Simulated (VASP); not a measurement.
Here is a VASP 6.6.1 calculation.

File INCAR:

```
ALGO = Fast
EDIFF = 1E-6
ENCUT = 520
GGA = PE
ISIF = 2
ISMEAR = 0
LASPH = T
LCHARG = F
LREAL = F
LWAVE = F
NBANDS = 27
NELM = 60
PREC = Accurate
SIGMA = 0.1
```

The input KPOINTS:

```
k-points
0
Gamma
  12 12 8
```

The input POSCAR:

```
Mn2B2S
1.0
    3.4141899089      0.0000000000      0.0000000000
   -1.7070949545      2.9567751945      0.0000000000
    0.0000000000      0.0000000000      5.3942299439
Mn B S
2 2 1
Direct
    0.3333333333      0.6666666667      0.6772077854
    0.6666666667      0.3333333333      0.3227922146
    0.6666666667      0.3333333333      0.6800935739
    0.3333333333      0.6666666667      0.3199064261
    0.0000000000      0.0000000000      0.0000000000
```

Potentials or basis: VASP PAW PBE potentials, release 64 (Mn_pv, B, S).

The run is started by

```sh
$ cat potpaw_PBE.64/Mn_pv/POTCAR potpaw_PBE.64/B/POTCAR potpaw_PBE.64/S/POTCAR > POTCAR
$ mpirun -np 1 vasp_std > vasp.out
```

Task: Estimate the pressure.

Result: 0.1 GPa.

Task: Predict the band gap on the k mesh.

Result: Zero (bands 19 and 20 overlap by 0.35 eV).

Forces in eV/Å, atoms in the order of the input:
```
Mn   0.000  0.000  0.042
Mn   0.000  0.000 -0.042
B    0.000  0.000  0.014
B    0.000  0.000 -0.014
S    0.000  0.000  0.000
```

Caveat: the run has no spin polarisation, though such a crystal can be magnetic. With open d or f shells a metallic result of PBE can be an artefact of self-interaction; +U or a hybrid may open a gap.
